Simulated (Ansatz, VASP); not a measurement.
# Two plane-wave programs on CuO

Contents of INCAR:

```
SYSTEM = CuO
PREC = Accurate
ENCUT = 520
EDIFF = 1E-6
ISMEAR = -1
SIGMA = 0.05
LREAL = .FALSE.
LASPH = .TRUE.
NELM = 100
ALGO = Normal
ISIF = 2
LWAVE = .FALSE.
LCHARG = .TRUE.
GGA = PE
LELF = .TRUE.
LVHAR = .TRUE.
NBANDS = 16
```

The input KPOINTS:

```
Automatic mesh
0
G
  6 6 6
  0 0 0
```

Contents of POSCAR:

```
CuO
1.0
    0.0000000000      2.1165600000      2.1165600000
    2.1165600000      0.0000000000      2.1165600000
    2.1165600000      2.1165600000      0.0000000000
Cu O
1 1
Direct
    0.0294977200      0.0281008700      0.9080259900
    0.4705022800      0.4718991300      0.5919740100
```

Contents of input.yaml:

```yaml
crystal:
  lattice:
    - [0.0, 2.11656, 2.11656]
    - [2.11656, 0.0, 2.11656]
    - [2.11656, 2.11656, 0.0]
  atoms:
    - { symbol: Cu, position: [0.02949772, 0.02810087, 0.90802599] }
    - { symbol: O, position: [0.47050228, 0.47189913, 0.59197401] }
hamiltonian:
  xc: pbe
  pseudopotentials: { kind: paw }
kpoints:
  mp_grid: { grid: [6, 6, 6] }
scf:
  occupations: { method: fermi_dirac, width: 0.05 }
output:
  forces: true
  stress: true
  eigenvalues: true
```

Alike in both runs: task single point; functional PBE; k mesh 6 × 6 × 6; occupations fermi-dirac, width 0.05 eV; no spin polarisation.

```csv
,VASP,Ansatz
version,VASP 6.6.1,Ansatz 0.2.0
potentials or method,"VASP PAW PBE potentials, release 64 (Cu, O)",Ansatz PAW
plane-wave cutoff (eV),520,420
valence electrons in the cell,17,25
```

```csv
,VASP,Ansatz,Ansatz less VASP
gap on the k mesh at the Fermi level (eV),none,none,-
pressure (GPa),19.3,18.6,-0.74
"traceless stress, the component that is largest in VASP (GPa)",-4.54,-4.25,+0.294
rms of the force components (eV/Å),0.564,0.511,-0.0528
```

Atom by atom the forces differ by 0.053 eV/Å (rms over components). A gap of «none» marks a metal or a gap that the smearing closes. With one functional, cell and mesh, what is left measures potentials, basis and numerics. VASP's potentials hold 17 valence electrons a cell and Ansatz's 25, so a difference there can come from the potentials and not from the codes.

The k mesh is coarse, so the values compare programs but aren't converged.
